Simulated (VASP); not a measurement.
Cu: relaxation of cell and atoms with LDA

Cu:

```
Cu
1.0
     0.00000    1.82500    1.82500
     1.82500    0.00000    1.82500
     1.82500    1.82500    0.00000
Cu
1
Cartesian
  0.0000 0.0000 0.0000
```

* Program: VASP 6.6.1
* Task: relaxation of cell and atoms
* Functional: LDA
* Potentials or basis: VASP PAW LDA potentials, release 64 (Cu_sv_GW)
* Cutoff: 700 eV
* k mesh: 10 × 10 × 10
* Occupations: gaussian, width 0.1 eV
* Spin: no spin polarisation
* Dipole correction: no
* Second run: valence_matched
* Further INCAR settings: ALGO = Normal; EDIFF = 1e-07; IBRION = 2; EDIFFG = -0.05; NSW = 100; ISIF = 3

The relaxed volume is 10.75 Å³/atom, the relaxed cell is a = 2.477 Å, b = 2.477 Å, c = 2.477 Å, α = 60.00°, β = 60.00°, γ = 60.00° and the space group after relaxing (to 0.05 Å) is Fm-3m (No. 225). The energy gained by relaxing is 100.2 meV/atom and the ionic steps are 3. The pressure after relaxing is -0.4 GPa.

Step by step:
```tsv
step	energy change (eV)	largest force (eV/Å)	pressure (GPa)	volume (Å³)
1	0.0000	0.0000	-19.83	12.16
2	-0.0178	0.0000	28.09	9.70
3	-0.1002	0.0000	-0.38	10.75
```

Final structure:
```cif
data_structure
_symmetry_space_group_name_H-M 'P 1'
_symmetry_Int_Tables_number 1
_cell_length_a 2.4774
_cell_length_b 2.4774
_cell_length_c 2.4774
_cell_angle_alpha 60.000
_cell_angle_beta 60.000
_cell_angle_gamma 60.000
_cell_volume 10.75
loop_
_atom_site_label
_atom_site_type_symbol
_atom_site_fract_x
_atom_site_fract_y
_atom_site_fract_z
_atom_site_occupancy
Cu1 Cu 0.00000 0.00000 0.00000 1
```

Levels at points of the mesh, in eV from the Fermi level:
```tsv
k point	band 6	band 7	band 8	band 9	band 10	band 11	band 12	band 13
(0.00, 0.00, 0.00)	-3.25	-3.25	-3.25	-2.27	-2.27	23.56	26.76	26.76
(0.50, 0.00, 0.00)	-3.28	-3.28	-1.60	-1.60	-1.19	4.33	22.02	23.51
(0.50, 0.50, 0.00)	-4.88	-1.62	-1.44	-1.44	1.49	7.91	13.83	13.83
```

It took 44 s on 1 thread of AMD EPYC 7R43 64-Core Processor (Zen 3), with other jobs on the host, peak memory 0.11 GiB.

Caveat: the volume moved by -12 % from the deposited cell, more than functionals usually miss. LDA usually gives volumes a few per cent too small.
